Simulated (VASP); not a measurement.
# KF (P6_3/mmc) in VASP: notebook

The runs below take KF through single point, with PBE, r2SCAN.

Everything below comes from runs of VASP 6.6.1. Logs are shortened: lines on timing, memory, paths and dates and some standing lists are left out, and cuts for length are marked.

### 1 The cell of the first run

Symmetry: P6_3/mmc, No. 194, hexagonal system. The conventional cell has a = 4.675 Å, b = 4.675 Å, c = 5.201 Å, α = 90.00°, β = 90.00°, γ = 120.00°. Within 3.4 Å of K (site symmetry -6m2) lie 5 F at 2.60 to 2.70 Å. Within 3.4 Å of F (site symmetry -6m2) lie 5 K at 2.60 to 2.70 Å.

### 2 Single point, PBE (epitaxial xy strain +4.2%)

INCAR reads:

```
SYSTEM = KF
ALGO = Normal
EDIFF = 1E-6
ENCUT = 520
GGA = PE
ISIF = 2
ISMEAR = -1
LASPH = .True.
LCHARG = .False.
LREAL = .False.
LWAVE = .False.
NBANDS = 24
NELM = 80
PREC = Accurate
SIGMA = 0.02
```

KPOINTS reads:

```
k-points
0
Gamma
  6 6 6
  0 0 0
```

POSCAR reads:

```
KF
1.0
    4.6747178109      0.0000000000      0.0000000000
   -2.3373589055      4.0484243798      0.0000000000
    0.0000000000      0.0000000000      5.2013802486
K F
2 2
Direct
    0.3333333333      0.6666666667     -0.0625000000
    0.6666666667      0.3333333333      0.4375000000
    0.3333333333      0.6666666667      0.4375000000
    0.6666666667      0.3333333333      0.9375000000
```

Potentials or basis: VASP PAW PBE potentials, release 64 (K_sv, F).

Run with:

```console
cat potpaw_PBE.64/K_sv/POTCAR potpaw_PBE.64/F/POTCAR > POTCAR
mpirun -np 1 vasp_std > vasp.out
```

OUTCAR:

```text
SYSTEM = KF
   EDIFF = 1E-6
   ENCUT = 520
   GGA = PE
   ISIF = 2
   ISMEAR = -1
   LASPH = .True.
   LREAL = .False.
   NELM = 80
   PREC = Accurate

 ion  position               nearest neighbor table
   1  0.333  0.667  0.938-   3 2.60   3 2.60   4 2.70   4 2.70   4 2.70   2 3.75   2 3.75   2 3.75
                             2 3.75   2 3.75   2 3.75
   2  0.667  0.333  0.438-   4 2.60   4 2.60   3 2.70   3 2.70   3 2.70   1 3.75   1 3.75   1 3.75
                             1 3.75   1 3.75   1 3.75
   3  0.333  0.667  0.438-   1 2.60   1 2.60   2 2.70   2 2.70   2 2.70
   4  0.667  0.333  0.938-   2 2.60   2 2.60   1 2.70   1 2.70   1 2.70

  LATTYP: Found a hexagonal cell.
 ALAT       =     4.6747178109
 C/A-ratio  =     1.1126618673

  Lattice vectors:

 A1 = (   4.6747178109,   0.0000000000,   0.0000000000)
 A2 = (  -2.3373589055,   4.0484243798,   0.0000000000)
 A3 = (   0.0000000000,   0.0000000000,   5.2013802486)

Analysis of symmetry for initial positions (statically):
=====================================================================
 Subroutine PRICEL returns:
 Original cell was already a primitive cell.

 Routine SETGRP: Setting up the symmetry group for a
 hexagonal supercell.

 Subroutine GETGRP returns: Found 24 space group operations
 (whereof  6 operations were pure point group operations)
 out of a pool of 24 trial point group operations.

The static configuration has the point symmetry C_3v.
 The point group associated with its full space group is D_6h.

Analysis of symmetry for dynamics (positions and initial velocities):
=====================================================================
 Subroutine PRICEL returns:
 Original cell was already a primitive cell.

 Routine SETGRP: Setting up the symmetry group for a
 hexagonal supercell.

 Subroutine GETGRP returns: Found 24 space group operations
 (whereof  6 operations were pure point group operations)
 out of a pool of 24 trial point group operations.

The dynamic configuration has the point symmetry C_3v.
 The point group associated with its full space group is D_6h.

 Subroutine INISYM returns: Found 24 space group operations
 (whereof  6 operations are pure point group operations),
 and found     1 'primitive' translations

----------------------------------------------------------------------------------------

                                     Primitive cell

  volume of cell :      98.4374

  direct lattice vectors                    reciprocal lattice vectors
     4.674717811  0.000000000  0.000000000     0.213916656  0.123504839  0.000000000
    -2.337358905  4.048424380  0.000000000     0.000000000  0.247009677  0.000000000
     0.000000000  0.000000000  5.201380249     0.000000000  0.000000000  0.192256661

  length of vectors
     4.674717811  4.674717811  5.201380249     0.247009677  0.247009677  0.192256661

  position of ions in fractional coordinates (direct lattice)
     0.333333333  0.666666667  0.937500000
     0.666666667  0.333333333  0.437500000
     0.333333333  0.666666667  0.437500000
     0.666666667  0.333333333  0.937500000

  ion indices of the primitive-cell ions
   primitive index   ion index
                 1           1
                 2           2
                 3           3
                 4           4

----------------------------------------------------------------------------------------

 KPOINTS: k-points

Automatic generation of k-mesh.
 Grid dimensions read from file:
 generate k-points for:    6    6    6

 Generating k-lattice:

  Cartesian coordinates                     Fractional coordinates (reciprocal lattice)
     0.035652776  0.020584140  0.000000000     0.166666667  0.000000000  0.000000000
     0.000000000  0.041168280  0.000000000     0.000000000  0.166666667  0.000000000
     0.000000000  0.000000000  0.032042777     0.000000000  0.000000000  0.166666667

  Length of vectors
     0.041168280  0.041168280  0.032042777

  Shift w.r.t. Gamma in fractional coordinates (k-lattice)
     0.000000000  0.000000000  0.000000000

 Subroutine IBZKPT returns following result:
 ===========================================

 Found     28 irreducible k-points:

 Following reciprocal coordinates:
            Coordinates               Weight
  0.000000  0.000000  0.000000      1.000000
  0.166667  0.000000  0.000000      6.000000
  0.333333 -0.000000  0.000000      6.000000
  0.500000  0.000000  0.000000      3.000000
  0.166667  0.166667  0.000000      6.000000
  0.333333  0.166667  0.000000     12.000000
[... 16 lines left out ...]
  0.166667  0.000000  0.500000      6.000000
  0.333333 -0.000000  0.500000      6.000000
 [... further k-points ...]
   k-points           NKPTS =     28   k-points in BZ     NKDIM =     28   number of bands    NBANDS=     24
   number of dos      NEDOS =    301   number of ions     NIONS =      4
   total plane-waves  NPLWV =  51840
   dimension x,y,z NGX =    36 NGY =   36 NGZ =   40
   dimension x,y,z NGXF=    72 NGYF=   72 NGZF=   80
   ions per type =               2   2
   NGX,Y,Z   is equivalent  to a cutoff of  12.80, 12.80, 12.78 a.u.
   NGXF,Y,Z  is equivalent  to a cutoff of  25.61, 25.61, 25.57 a.u.
 SYSTEM =  KF
   PREC   = accura    normal or accurate (medium, high low for compatibility)
   ISTART =      0    job   : 0-new  1-cont  2-samecut
   ICHARG =      2    charge: 1-file 2-atom 10-const
   ISPIN  =      1    spin polarized calculation?
   LNONCOLLINEAR =      F non collinear calculations
   LSORBIT =      F    spin-orbit coupling
   LASPH  =      T    aspherical Exc in radial PAW
   ENCUT  =  520.0 eV  38.22 Ry    6.18 a.u.   8.69  8.69  9.67*2*pi/ulx,y,z
   NELM   =     80;   NELMIN=  2; NELMDL= -5     # of ELM steps
   EDIFF  = 0.1E-05   stopping-criterion for ELM
   LREAL  =      F    real-space projection
   EDIFFG = 0.1E-04   stopping-criterion for IOM
   NSW    =      0    number of steps for IOM
   IBRION =     -1    ionic relax: 0-MD 1-quasi-New 2-CG
   NFREE  =      0    steps in history (QN), initial steepest desc. (CG)
   ISIF   =      2    stress and relaxation
   ISYM   =      2    0-nonsym 1-usesym 2-fastsym
   POTIM  = 0.5000    time-step for ionic-motion
   TEBEG  =    0.0;   TEEND  =   0.0 temperature during run
   PSTRESS=    0.0 pullay stress
   NELECT =      32.0000    total number of electrons
   NUPDOWN=      -1.0000    fix difference up-down
   EMIN   =  10.00;   EMAX   =-10.00  energy-range for DOS
   EFERMI =   0.00;   METHOD = LEGACY
   ISMEAR =    -1;   SIGMA  =   0.02  broadening in eV -4-tet -1-fermi 0-gaus
   EFERMI_NEDOS =   21; number of points for ismear=-14 and -15
   IALGO  =     38    algorithm
   IMIX   =      4    mixing-type and parameters
     AMIX     =   0.40;   BMIX     =  1.00
     AMIX_MAG =   1.60;   BMIX_MAG =  1.00
  volume/ion in A,a.u.               =      24.61       166.07
  Fermi-wavevector in a.u.,A,eV,Ry     =   1.125654  2.127177 17.239892  1.267096
  Thomas-Fermi vector in A             =   2.262332
   LORBIT       =      0    0 simple, 1 ext, 2 COOP (PROOUT), +10 PAW based schemes
   GGA     = PE    functional components
   LHFCALC =     F    Hartree Fock is set to
   AEXX    =    0.0000 exact exchange contribution
   IVDW    =     0    specifies the selected vdW correction
   LEPSILON=     F    determine dielectric tensor
   LRPA    =     F    only Hartree local field effects (RPA)
 non-spin polarized calculation
  energy-cutoff  :      520.00
  volume of cell :       98.44
 maximum number of plane-waves:      2684
 NGX is ok and might be reduce to    36
   NGX = 17   NGY = 17   NGZ = 19

 number of electron      31.9999974 magnetization

 Free energy of the ion-electron system (eV)
  ---------------------------------------------------
  ext. energy  EPLUGINS =         0.00000000
  ---------------------------------------------------
  free energy    TOTEN  =       -16.42892626 eV

  energy without entropy =      -16.42892626  energy(sigma->0) =      -16.42892626

 E-fermi :  -2.8887     XC(G=0):  -7.1291

 val. band max:       -3.4202278696   @ k =   0.0000   0.0000   0.0000
 cond. band min:       1.6721566252   @ k =   0.0000   0.0000   0.0000
 fundamental gap:      5.0923844947
 Fermi energy:        -2.8887244589

 k-point     1 :       0.0000    0.0000    0.0000
  band No.  band energies     occupation
      1     -29.8414      2.00000
      2     -29.7483      2.00000
      3     -22.1153      2.00000
      4     -22.1018      2.00000
      5     -13.5489      2.00000
      6     -13.4077      2.00000
[... 16 lines left out ...]
     23       7.6181      0.00000
     24       8.5645      0.00000

 k-point     2 :       0.1667    0.0000    0.0000
  band No.  band energies     occupation
      1     -29.8340      2.00000
      2     -29.7519      2.00000
      3     -22.1223      2.00000
      4     -22.1102      2.00000
      5     -13.5229      2.00000
      6     -13.4242      2.00000
[... 16 lines left out ...]
     23       7.3569      0.00000
     24       8.2921      0.00000

 k-point     3 :       0.3333   -0.0000    0.0000
  band No.  band energies     occupation
      1     -29.8161      2.00000
      2     -29.7623      2.00000
      3     -22.1351      2.00000
      4     -22.1270      2.00000
      5     -13.4565      2.00000
      6     -13.4543      2.00000
[... 16 lines left out ...]
     23       7.6505      0.00000
     24       7.7082      0.00000
[... 514 lines left out ...]
 k-point    23 :       0.1667    0.0000    0.5000
  band No.  band energies     occupation
      1     -29.7892      2.00000
      2     -29.7892      2.00000
      3     -22.1531      2.00000
      4     -22.1531      2.00000
      5     -13.3251      2.00000
      6     -13.3251      2.00000
[... 16 lines left out ...]
     23       8.5157      0.00000
     24       8.5157      0.00000

 k-point    24 :       0.3333   -0.0000    0.5000
  band No.  band energies     occupation
      1     -29.7853      2.00000
      2     -29.7853      2.00000
      3     -22.1680      2.00000
      4     -22.1680      2.00000
      5     -13.3380      2.00000
      6     -13.3380      2.00000
[... 16 lines left out ...]
     23       7.9874      0.00000
     24       7.9874      0.00000

 [... further k-points ...]

------------------------ aborting loop because EDIFF is reached ----------------------------------------

  FORCE on cell =-STRESS in cart. coord.  units (eV):
  Direction    XX          YY          ZZ          XY          YZ          ZX
  --------------------------------------------------------------------------------------
  -------------------------------------------------------------------------------------
  Total       -0.5742837     -0.5742837      0.8755757      0.0000000      0.0000000      0.0000000
  in kB       -9.3471029     -9.3471029     14.2509643      0.0000000      0.0000000      0.0000000
  external PRESSURE =      -1.4810805 kB  Pullay stress =       0.0000000 kB

 VOLUME and BASIS-vectors are now :
 -----------------------------------------------------------------------------
  energy-cutoff  :      520.00
  volume of cell :       98.44
      direct lattice vectors                 reciprocal lattice vectors
     4.674717811  0.000000000  0.000000000     0.213916656  0.123504839  0.000000000
    -2.337358905  4.048424380  0.000000000     0.000000000  0.247009677  0.000000000
     0.000000000  0.000000000  5.201380249     0.000000000  0.000000000  0.192256661

 POSITION                                       TOTAL-FORCE (eV/Angst)
 -----------------------------------------------------------------------------------
     -0.00000      2.69895      4.87629        -0.000000      0.000000      0.000000
      2.33736      1.34947      2.27560        -0.000000      0.000000     -0.000000
     -0.00000      2.69895      2.27560         0.000000      0.000000      0.000000
      2.33736      1.34947      4.87629        -0.000000     -0.000000      0.000000
 -----------------------------------------------------------------------------------
    total drift:                               -0.000000      0.000000      0.000000

  FREE ENERGIE OF THE ION-ELECTRON SYSTEM (eV)
  ---------------------------------------------------
  free  energy   TOTEN  =       -16.4289262557 eV

  energy  without entropy=      -16.4289262557  energy(sigma->0) =      -16.42892626
```

It took 28 s on 1 thread of Intel Xeon 6975P-C (Granite Rapids), shared host; peak memory 0.23 GiB.

What came out:

```yaml
Free_energy: -16.4289 eV
Pressure: -0.1 GPa
Band_gap_on_the_k_mesh: 5.09 eV
```

Caveat: the cell differs from its parent crystal (epitaxial xy strain +4.2%); the structure was generated, so it needn't be the stable form of KF. A k mesh can miss the band edges.

### 3 Single point, r2SCAN (epitaxial xy strain +4.2%)

POSCAR is that of step 2.

INCAR.step1 reads:

```
  PREC = Accurate
  ENCUT = 520
  ISMEAR = 0
  SIGMA = 0.01
  LREAL = False
  LASPH = True
  NELM = 80
  NBANDS = 24
  GGA = PE
  ALGO = Normal
  EDIFF = 1E-4
  LWAVE = True
  LCHARG = False
```

INCAR.step2 reads:

```
  PREC = Accurate
  ENCUT = 520
  EDIFF = 1E-6
  ISMEAR = 0
  SIGMA = 0.01
  LREAL = False
  LASPH = True
  NELM = 80
  ALGO = Normal
  ISIF = 2
  LWAVE = False
  LCHARG = False
  METAGGA = R2SCAN
  LMIXTAU = True
  NBANDS = 24
  ISTART = 1
```

KPOINTS reads:

```
regular mesh
0
Gamma
  6 6 6
```

Potentials or basis: VASP PAW PBE potentials, release 64 (K_sv, F).

Run with:

```console
cat potpaw_PBE.64/K_sv/POTCAR potpaw_PBE.64/F/POTCAR > POTCAR
cp INCAR.step1 INCAR
mpirun -np 1 vasp_std > vasp.out
cp INCAR.step2 INCAR
mpirun -np 1 vasp_std > vasp.out
```

OUTCAR:

```text
PREC = Accurate
   ENCUT = 520
   EDIFF = 1E-6
   ISMEAR = 0
   LREAL = False
   LASPH = True
   NELM = 80
   ISIF = 2
   METAGGA = R2SCAN
   ISTART = 1

 ion  position               nearest neighbor table
   1  0.333  0.667  0.938-   3 2.60   3 2.60   4 2.70   4 2.70   4 2.70   2 3.75   2 3.75   2 3.75
                             2 3.75   2 3.75   2 3.75
   2  0.667  0.333  0.438-   4 2.60   4 2.60   3 2.70   3 2.70   3 2.70   1 3.75   1 3.75   1 3.75
                             1 3.75   1 3.75   1 3.75
   3  0.333  0.667  0.438-   1 2.60   1 2.60   2 2.70   2 2.70   2 2.70
   4  0.667  0.333  0.938-   2 2.60   2 2.60   1 2.70   1 2.70   1 2.70

  LATTYP: Found a hexagonal cell.
 ALAT       =     4.6747178109
 C/A-ratio  =     1.1126618673

  Lattice vectors:

 A1 = (   4.6747178109,   0.0000000000,   0.0000000000)
 A2 = (  -2.3373589055,   4.0484243798,   0.0000000000)
 A3 = (   0.0000000000,   0.0000000000,   5.2013802486)

Analysis of symmetry for initial positions (statically):
=====================================================================
 Subroutine PRICEL returns:
[... 177 lines left out ...]

 E-fermi :  -3.7931     XC(G=0):  -7.4550

 val. band max:       -3.9142445651   @ k =   0.0000   0.0000   0.0000
 cond. band min:       1.7891772010   @ k =   0.0000   0.0000   0.0000
 fundamental gap:      5.7034217661
 Fermi energy:        -3.7930848932

 k-point     1 :       0.0000    0.0000    0.0000
  band No.  band energies     occupation
      1     -31.3534      2.00000
      2     -31.2612      2.00000
      3     -23.7515      2.00000
      4     -23.7339      2.00000
      5     -14.2797      2.00000
      6     -14.1509      2.00000
[... 637 lines left out ...]
     23       8.3396      0.00000
     24       8.3396      0.00000

 [... further k-points ...]

------------------------ aborting loop because EDIFF is reached ----------------------------------------

  FORCE on cell =-STRESS in cart. coord.  units (eV):
  Direction    XX          YY          ZZ          XY          YZ          ZX
  --------------------------------------------------------------------------------------
  -------------------------------------------------------------------------------------
  Total       -1.2029840     -1.2029840      0.0173987      0.0000000     -0.0000000      0.0000000
  in kB      -19.5798962    -19.5798962      0.2831823      0.0000000     -0.0000000      0.0000000
  external PRESSURE =     -12.9588701 kB  Pullay stress =       0.0000000 kB

 VOLUME and BASIS-vectors are now :
 -----------------------------------------------------------------------------
  energy-cutoff  :      520.00
  volume of cell :       98.44
      direct lattice vectors                 reciprocal lattice vectors
     4.674717811  0.000000000  0.000000000     0.213916656  0.123504839  0.000000000
    -2.337358905  4.048424380  0.000000000     0.000000000  0.247009677  0.000000000
     0.000000000  0.000000000  5.201380249     0.000000000  0.000000000  0.192256661

 POSITION                                       TOTAL-FORCE (eV/Angst)
 -----------------------------------------------------------------------------------
     -0.00000      2.69895      4.87629         0.000000     -0.000000     -0.000000
      2.33736      1.34947      2.27560        -0.000000      0.000000     -0.000000
     -0.00000      2.69895      2.27560         0.000000      0.000000      0.000000
      2.33736      1.34947      4.87629         0.000000     -0.000000     -0.000000
 -----------------------------------------------------------------------------------
    total drift:                               -0.000000      0.000000      0.000000

  FREE ENERGIE OF THE ION-ELECTRON SYSTEM (eV)
  ---------------------------------------------------
  free  energy   TOTEN  =       -29.6539398798 eV

  energy  without entropy=      -29.6539398798  energy(sigma->0) =      -29.65393988
```

OUTCAR.step1:

```text
PREC = Accurate
   ENCUT = 520
   ISMEAR = 0
   LREAL = False
   LASPH = True
[... 881 lines left out ...]
     -0.00000      2.69895      4.87629        -0.000000      0.000000     -0.000000
      2.33736      1.34947      2.27560         0.000000      0.000000     -0.000000
     -0.00000      2.69895      2.27560         0.000000      0.000000      0.000000
      2.33736      1.34947      4.87629        -0.000000     -0.000000     -0.000000
 -----------------------------------------------------------------------------------
    total drift:                               -0.000000      0.000000      0.000000

  FREE ENERGIE OF THE ION-ELECTRON SYSTEM (eV)
  ---------------------------------------------------
  free  energy   TOTEN  =       -16.4289196351 eV

  energy  without entropy=      -16.4289196351  energy(sigma->0) =      -16.42891964
```

OSZICAR.step1:

```text
N       E                     dE             d eps       ncg     rms          rms(c)
DAV:   1     0.256559969397E+03    0.25656E+03   -0.15785E+04  1344   0.122E+03
DAV:   2    -0.175529602912E+01   -0.25832E+03   -0.24389E+03  1768   0.352E+02
DAV:   3    -0.185937139350E+02   -0.16838E+02   -0.16741E+02  2024   0.786E+01
DAV:   4    -0.195014798366E+02   -0.90777E+00   -0.90701E+00  2072   0.121E+01
DAV:   5    -0.195091761637E+02   -0.76963E-02   -0.76962E-02  1880   0.125E+00    0.933E+00
DAV:   6    -0.165393219441E+02    0.29699E+01   -0.10509E+01  1608   0.187E+01    0.507E+00
DAV:   7    -0.164450923511E+02    0.94230E-01   -0.47216E-01  1848   0.362E+00    0.330E+00
DAV:   8    -0.164154654489E+02    0.29627E-01   -0.18776E-01  1632   0.344E+00    0.599E-01
DAV:   9    -0.164207564830E+02   -0.52910E-02   -0.32616E-02  1584   0.942E-01    0.221E-01
DAV:  10    -0.164291624517E+02   -0.84060E-02   -0.94718E-03  1424   0.614E-01    0.150E-01
DAV:  11    -0.164289447996E+02    0.21765E-03   -0.58273E-04  1592   0.150E-01    0.764E-02
DAV:  12    -0.164289196351E+02    0.25164E-04   -0.50946E-04  1192   0.127E-01
   1 F= -.16428920E+02 E0= -.16428920E+02  d E =-.105106E-80
```

Wall time 2 min (1 thread of Intel Xeon 6975P-C (Granite Rapids), shared host); peak memory 0.25 GiB.

What came out:

* Free energy: -29.6539 eV
* Pressure: -1.3 GPa
* Band gap on the k mesh: 5.70 eV

Stress tensor (GPa, compression positive):
```
-1.96  0.00  0.00
 0.00 -1.96  0.00
 0.00  0.00  0.03
```

Caveat: the cell differs from its parent crystal (epitaxial xy strain +4.2%); the structure was generated, so it needn't be the stable form of KF; the PAW data sets were made with another functional, which shifts forces and pressure a little. A k mesh can miss the band edges.
